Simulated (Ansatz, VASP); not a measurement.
## One calculation of ScAl3N4, two programs

Contents of INCAR:

```
PREC = Accurate
ENCUT = 520
EDIFF = 1E-7
ISMEAR = 0
SIGMA = 0.01
LREAL = Auto
LASPH = T
NELM = 80
ALGO = Normal
ISIF = 2
LWAVE = F
LCHARG = F
IBRION = 2
NSW = 80
EDIFFG = -0.004
KPAR = 4
```

File KPOINTS:

```
regular mesh
0
Gamma
  4 4 5
```

The input POSCAR:

```
ScAl3N4
1.0
    6.3640015581     -0.0170674727      0.0000000000
   -3.1967816441      5.5369882281      0.0000000000
    0.0000000000      0.0000000000      4.9488734883
Al Sc N
6 2 8
Direct
    0.3348185684      0.1638064834      0.4983390642
    0.1692463842      0.8346231921     -0.0046849059
    0.3348185684      0.6710120850      0.4983390642
    0.6651814316      0.3361935166     -0.0016609358
    0.6651814316      0.8289879150     -0.0016609358
    0.8307536158      0.6653768079      0.4953150941
    0.1776907784      0.3388453892     -0.0112157066
    0.8223092216      0.1611546108      0.4887842934
    0.1822681956      0.3411340978      0.4137066912
    0.3452146363      0.1544753666      0.8765345349
    0.1648562691      0.8324281345      0.3804467231
    0.3452146363      0.6907392697      0.8765345349
    0.6547853637      0.3455246334      0.3765345349
    0.8177318044      0.1588659022      0.9137066912
    0.6547853637      0.8092607303      0.3765345349
    0.8351437309      0.6675718654      0.8804467231
```

Input for Ansatz:

```yaml
crystal:
  lattice:
    - [6.3640015581, -0.0170674727, 0.0]
    - [-3.1967816441, 5.5369882281, 0.0]
    - [0.0, 0.0, 4.9488734883]
  atoms:
    - { symbol: Al, position: [0.3348185684, 0.1638064834, 0.4983390642] }
    - { symbol: Al, position: [0.1692463842, 0.8346231921, -0.0046849059] }
    - { symbol: Al, position: [0.3348185684, 0.671012085, 0.4983390642] }
    - { symbol: Al, position: [0.6651814316, 0.3361935166, -0.0016609358] }
    - { symbol: Al, position: [0.6651814316, 0.828987915, -0.0016609358] }
    - { symbol: Al, position: [0.8307536158, 0.6653768079, 0.4953150941] }
    - { symbol: Sc, position: [0.1776907784, 0.3388453892, -0.0112157066] }
    - { symbol: Sc, position: [0.8223092216, 0.1611546108, 0.4887842934] }
    - { symbol: "N", position: [0.1822681956, 0.3411340978, 0.4137066912] }
    - { symbol: "N", position: [0.3452146363, 0.1544753666, 0.8765345349] }
    - { symbol: "N", position: [0.1648562691, 0.8324281345, 0.3804467231] }
    - { symbol: "N", position: [0.3452146363, 0.6907392697, 0.8765345349] }
    - { symbol: "N", position: [0.6547853637, 0.3455246334, 0.3765345349] }
    - { symbol: "N", position: [0.8177318044, 0.1588659022, 0.9137066912] }
    - { symbol: "N", position: [0.6547853637, 0.8092607303, 0.3765345349] }
    - { symbol: "N", position: [0.8351437309, 0.6675718654, 0.8804467231] }
scf:
  occupations: { method: fixed }
output:
  forces: true
  stress: true
  eigenvalues: true
  polarization: { axes: [b3], string_points: 12 }
hamiltonian:
  xc: lda
kpoints:
  mp_grid: { grid: [4, 4, 5] }
relax:
  f_tol: 0.004
```

Alike in both runs: task relaxation of the atoms; functional LDA; k mesh 4 × 4 × 5; no spin polarisation.

|  | VASP | Ansatz |
| --- | --- | --- |
| version | VASP 6.6.1 | Ansatz 0.2.0 |
| potentials or method | VASP PAW LDA potentials, release 64 (Al, Sc_sv, N) | scalar-relativistic, plane waves, PAW |
| plane-wave cutoff (eV) | 520 | 420 |
| occupations | gaussian, width 0.01 eV | fixed |
| valence electrons in the cell | 80 | 80 |

|  | VASP | Ansatz | Ansatz less VASP |
| --- | --- | --- | --- |
| gap on the k mesh at the Fermi level, each at its own relaxed structure (eV) | 3.63 | 3.66 | +0.027 |

LDA's correlation is that of Perdew and Zunger in VASP and of Perdew and Wang (1992) in Ansatz. Ansatz's warnings: stress scf threshold loose.
